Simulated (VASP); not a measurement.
# ScGa2N3 (P1) in VASP: single point with PBE

Aim: the single point of ScGa2N3 with PBE.

Program: VASP 6.6.1. These are calculated values, not measurements. Logs are shortened: lines on timing, memory, paths and dates and some standing lists are left out, and cuts for length are marked.

## 1. The cell of the first run

The typed cell holds 12 atoms: a = 3.299 Å, b = 5.701 Å, c = 8.105 Å, α = 90.12°, β = 90.11°, γ = 89.94°.

## 2. Single point, PBE

INCAR reads:

```
SYSTEM = ScGa2N3
PREC     = Accurate       ! precision mode
ENCUT    = 520            ! plane-wave cutoff, eV
EDIFF    = 1E-7           ! SCF threshold, eV
ISMEAR   = 0              ! smearing method
SIGMA    = 0.1            ! smearing width, eV
LREAL    = .FALSE.        ! projectors in reciprocal space
LASPH    = .TRUE.         ! aspherical terms in the spheres
NELM     = 80             ! most SCF steps
ALGO     = Normal         ! electronic algorithm
ISIF     = 2              ! what is computed and relaxed
LWAVE    = .FALSE.        ! write WAVECAR
LCHARG   = .FALSE.        ! write CHGCAR
GGA      = PE             ! functional
NBANDS   = 64             ! bands
```

KPOINTS reads:

```
regular mesh
0
G
  4 4 2
  0 0 0
```

POSCAR reads:

```
ScGa2N3
1.0
    1.6482066942     -2.8580400779      0.0031557423
   -4.9352934771     -2.8528195474      0.0059808004
    0.0033807045      0.0107434715     -8.1050573895
Sc Ga N
2 4 6
Direct
   -0.0004575518      1.0000743385      0.0016738611
    0.4995222928      0.5000754009      0.0016688972
    0.9998237001      0.6666333212      0.3383217584
    0.4998257534      0.1666172310      0.3383222471
    0.5004475950      0.8333844592      0.6596756720
    0.0004424040      0.3333742720      0.6596670125
    0.9996100563      0.6665795123      0.0954463994
    0.4996303920      0.1665775580      0.0954546578
    0.0006454877      1.0000610535      0.7387489457
    0.5006432699      0.5000721096      0.7387372356
    0.4999347023      0.8332749629      0.4161453250
   -0.0000681016      0.3332757805      0.4161379884
```

Potentials or basis: VASP PAW PBE potentials, release 64 (Sc_sv, Ga_d, N).

Run with:

```
cat potpaw_PBE.64/Sc_sv/POTCAR potpaw_PBE.64/Ga_d/POTCAR potpaw_PBE.64/N/POTCAR > POTCAR
mpirun -np 1 vasp_std > vasp.out
```

OUTCAR:

```text
SYSTEM = ScGa2N3
   PREC = Accurate
   ENCUT = 520
   EDIFF = 1E-7
   ISMEAR = 0
   LREAL = .FALSE.
   LASPH = .TRUE.
   NELM = 80
   ISIF = 2
   GGA = PE

 ion  position               nearest neighbor table
   1  1.000  0.000  0.002-   8 2.05   8 2.05   7 2.05   9 2.13   2 3.29   2 3.29   2 3.29   2 3.29

   2  0.500  0.500  0.002-   7 2.05   7 2.05   8 2.05  10 2.13   1 3.29   1 3.29   1 3.29   1 3.29

   3  1.000  0.667  0.338-   7 1.97  12 2.00  11 2.00  11 2.00
   4  0.500  0.167  0.338-   8 1.97  11 2.00  12 2.00  12 2.00
   5  0.500  0.833  0.660-  11 1.97  10 2.01   9 2.01   9 2.01
   6  0.000  0.333  0.660-  12 1.97   9 2.01  10 2.01  10 2.01
   7  1.000  0.667  0.095-   3 1.97   2 2.05   2 2.05   1 2.05
   8  0.500  0.167  0.095-   4 1.97   1 2.05   1 2.05   2 2.05
   9  0.001  0.000  0.739-   6 2.01   5 2.01   5 2.01   1 2.13
  10  0.501  0.500  0.739-   5 2.01   6 2.01   6 2.01   2 2.13
  11  0.500  0.833  0.416-   5 1.97   4 2.00   3 2.00   3 2.00
  12  1.000  0.333  0.416-   6 1.97   3 2.00   4 2.00   4 2.00

  LATTYP: Found a triclinic cell.
 ALAT       =     3.2992405721
 B/A-ratio  =     2.6416566923
 C/A-ratio  =     2.4566457152
 COS(alpha) =     0.0000794543
 COS(beta)  =     0.0018963943
 COS(gamma) =     0.7564361356

  Lattice vectors:

 A1 = (   1.6482066942,  -2.8580400779,   0.0031557423)
 A2 = (   8.2317068655,  -2.8632606084,   0.0003306842)
 A3 = (  -0.0033807045,  -0.0107434715,   8.1050573895)

Analysis of symmetry for initial positions (statically):
=====================================================================
 Subroutine PRICEL returns:
 Original cell was already a primitive cell.

 Routine SETGRP: Setting up the symmetry group for a
 triclinic supercell.

 Subroutine GETGRP returns: Found  1 space group operations
 (whereof  1 operations were pure point group operations)
 out of a pool of  2 trial point group operations.

The static configuration has the point symmetry C_1 .

Analysis of symmetry for dynamics (positions and initial velocities):
=====================================================================
 Subroutine PRICEL returns:
 Original cell was already a primitive cell.

 Routine SETGRP: Setting up the symmetry group for a
 triclinic supercell.

 Subroutine GETGRP returns: Found  1 space group operations
 (whereof  1 operations were pure point group operations)
[... 126 lines left out ...]
   TEBEG  =    0.0;   TEEND  =   0.0 temperature during run
   PSTRESS=    0.0 pullay stress
   NELECT =     104.0000    total number of electrons
   NUPDOWN=      -1.0000    fix difference up-down
   EMIN   =  10.00;   EMAX   =-10.00  energy-range for DOS
   EFERMI =   0.00;   METHOD = LEGACY
   ISMEAR =     0;   SIGMA  =   0.10  broadening in eV -4-tet -1-fermi 0-gaus
   EFERMI_NEDOS =   21; number of points for ismear=-14 and -15
   IALGO  =     38    algorithm
   IMIX   =      4    mixing-type and parameters
     AMIX     =   0.40;   BMIX     =  1.00
     AMIX_MAG =   1.60;   BMIX_MAG =  1.00
  volume/ion in A,a.u.               =      12.70        85.72
  Fermi-wavevector in a.u.,A,eV,Ry     =   1.441204  2.723480 28.260226  2.077068
  Thomas-Fermi vector in A             =   2.559862
   LORBIT       =      0    0 simple, 1 ext, 2 COOP (PROOUT), +10 PAW based schemes
   GGA     = PE    functional components
   LHFCALC =     F    Hartree Fock is set to
   AEXX    =    0.0000 exact exchange contribution
   IVDW    =     0    specifies the selected vdW correction
   LEPSILON=     F    determine dielectric tensor
   LRPA    =     F    only Hartree local field effects (RPA)
 non-spin polarized calculation
 Gauss-broadening in eV      SIGMA  =   0.10
  energy-cutoff  :      520.00
  volume of cell :      152.43
 maximum number of plane-waves:      4144
 NGX is ok and might be reduce to    28
   NGX = 13   NGY = 21   NGZ = 31

 number of electron     104.0000043 magnetization

 Free energy of the ion-electron system (eV)
  ---------------------------------------------------
  ext. energy  EPLUGINS =         0.00000000
  ---------------------------------------------------
  free energy    TOTEN  =       -83.48257326 eV

  energy without entropy =      -83.48257326  energy(sigma->0) =      -83.48257326

 E-fermi :   4.5044     XC(G=0): -11.0886

 val. band max:        4.0166071199   @ k =  -0.0000  -0.0000   0.5000
 cond. band min:       5.8932754975   @ k =   0.0000   0.0000   0.0000
 fundamental gap:      1.8766683776
 Fermi energy:         4.5044236055

 k-point     1 :       0.0000    0.0000    0.0000
  band No.  band energies     occupation
      1     -43.1713      2.00000
      2     -43.1245      2.00000
      3     -22.1767      2.00000
      4     -21.9377      2.00000
      5     -21.8594      2.00000
      6     -21.8251      2.00000
[... 1329 lines left out ...]
     63      10.1462      0.00000
     64      10.1538      0.00000

------------------------ aborting loop because EDIFF is reached ----------------------------------------

  FORCE on cell =-STRESS in cart. coord.  units (eV):
  Direction    XX          YY          ZZ          XY          YZ          ZX
  --------------------------------------------------------------------------------------
  -------------------------------------------------------------------------------------
  Total        0.5232964      0.4094710      0.5793053     -0.0073313      0.0386351     -0.0340584
  in kB        5.5001759      4.3037984      6.0888645     -0.0770563      0.4060795     -0.3579749
  external PRESSURE =       5.2976129 kB  Pullay stress =       0.0000000 kB

 VOLUME and BASIS-vectors are now :
 -----------------------------------------------------------------------------
  energy-cutoff  :      520.00
  volume of cell :      152.43
      direct lattice vectors                 reciprocal lattice vectors
     1.648206694 -2.858040078  0.003155742     0.151686676 -0.262414061 -0.000284567
    -4.935293477 -2.852819547  0.005980800    -0.151964455 -0.087636769 -0.000179551
     0.003380705  0.010743472 -8.105057390    -0.000053076 -0.000166840 -0.123379999

 POSITION                                       TOTAL-FORCE (eV/Angst)
 -----------------------------------------------------------------------------------
      1.64709     -2.85693     -0.01041        -0.004296     -0.003812      0.025983
     -1.64470     -2.85426     -0.00896        -0.003462     -0.003741      0.026202
     -1.64097     -4.75569     -2.73498         0.001629      0.001250     -0.016908
      0.00265     -1.90022     -2.73955         0.000240      0.000517     -0.017030
     -3.28593     -3.80071     -5.34015         0.000631      0.000176      0.003679
     -1.64234     -0.94523     -5.34464        -0.000178     -0.000420      0.003254
     -1.64188     -4.75753     -0.76646         0.003511      0.003237     -0.044888
      0.00171     -1.90215     -0.77109         0.003197      0.003186     -0.043857
      0.00326      0.00592     -5.98760        -0.000897      0.000231      0.032559
     -1.64034     -2.84954     -5.98294         0.000229      0.000946      0.031636
     -3.28705     -3.80155     -3.36632        -0.000452     -0.000769     -0.000146
      0.00469     -3.80415     -3.36767        -0.000152     -0.000802     -0.000485
 -----------------------------------------------------------------------------------
    total drift:                                0.000274      0.000138      0.000929

  FREE ENERGIE OF THE ION-ELECTRON SYSTEM (eV)
  ---------------------------------------------------
  free  energy   TOTEN  =       -83.4825732560 eV

  energy  without entropy=      -83.4825732560  energy(sigma->0) =      -83.48257326
```

OSZICAR:

```text
N       E                     dE             d eps       ncg     rms          rms(c)
DAV:   1     0.152718839501E+04    0.15272E+04   -0.44741E+04  2712   0.259E+03
DAV:   2     0.261142414388E+03   -0.12660E+04   -0.12150E+04  2584   0.796E+02
DAV:   3    -0.603626269459E+02   -0.32151E+03   -0.30707E+03  3176   0.280E+02
DAV:   4    -0.100220019558E+03   -0.39857E+02   -0.39401E+02  3832   0.104E+02
DAV:   5    -0.101695334499E+03   -0.14753E+01   -0.14636E+01  4072   0.232E+01    0.280E+01
DAV:   6    -0.830756485319E+02    0.18620E+02   -0.91416E+01  4640   0.646E+01    0.956E+00
DAV:   7    -0.835716763101E+02   -0.49603E+00   -0.10012E+01  3584   0.194E+01    0.753E+00
DAV:   8    -0.835003402005E+02    0.71336E-01   -0.11298E+00  3904   0.120E+01    0.200E+00
DAV:   9    -0.834755367354E+02    0.24803E-01   -0.29009E-01  3768   0.712E+00    0.541E-01
DAV:  10    -0.834817541452E+02   -0.62174E-02   -0.77672E-02  3744   0.196E+00    0.298E-01
DAV:  11    -0.834820081603E+02   -0.25402E-03   -0.36204E-03  3952   0.102E+00    0.198E-01
DAV:  12    -0.834824738747E+02   -0.46571E-03   -0.21879E-03  3696   0.325E-01    0.571E-02
DAV:  13    -0.834825650204E+02   -0.91146E-04   -0.53039E-04  3712   0.315E-01    0.237E-02
DAV:  14    -0.834825693141E+02   -0.42938E-05   -0.14558E-04  3960   0.898E-02    0.111E-02
DAV:  15    -0.834825719626E+02   -0.26485E-05   -0.34792E-05  3448   0.457E-02    0.707E-03
DAV:  16    -0.834825730639E+02   -0.11013E-05   -0.52914E-06  3440   0.281E-02    0.302E-03
DAV:  17    -0.834825732911E+02   -0.22727E-06   -0.32835E-06  3376   0.221E-02    0.139E-03
DAV:  18    -0.834825732560E+02    0.35130E-07   -0.51874E-07  2560   0.977E-03
   1 F= -.83482573E+02 E0= -.83482573E+02  d E =-.107670E-12
```

stdout:

```text
POSCAR found type information on POSCAR ScGaN
 POSCAR found :  3 types and      12 ions
 scaLAPACK will be used
 LDA part: xc-table for (Slater+PW92), standard interpolation
 POSCAR, INCAR and KPOINTS ok, starting setup
 FFT: planning ... GRIDC
 FFT: planning ... GRID_SOFT
 FFT: planning ... GRID
 WAVECAR not read
 entering main loop
```

Run time: 2 min. Hardware: 1 thread of Intel Xeon 6975P-C (Granite Rapids), shared host; peak memory 0.34 GiB.

Results:

```
Free energy            : -83.4826 eV
Pressure               : 0.5 GPa
Largest force          : 0.045 eV/Å
Band gap on the k mesh : 1.88 eV
```

Forces on the atoms (eV/Å):
```
Sc  -0.004 -0.004  0.026
Sc  -0.003 -0.004  0.026
Ga   0.002  0.001 -0.017
Ga   0.000  0.001 -0.017
Ga   0.001  0.000  0.004
Ga   0.000  0.000  0.003
N    0.004  0.003 -0.045
N    0.003  0.003 -0.044
N   -0.001  0.000  0.033
N    0.000  0.001  0.032
N    0.000 -0.001  0.000
N    0.000 -0.001  0.000
```

Stress tensor (GPa, compression positive):
```
 0.55 -0.01 -0.04
-0.01  0.43  0.04
-0.04  0.04  0.61
```

Caveat: the k points lie up to 0.48 Å⁻¹ apart. A k mesh can miss the band edges.
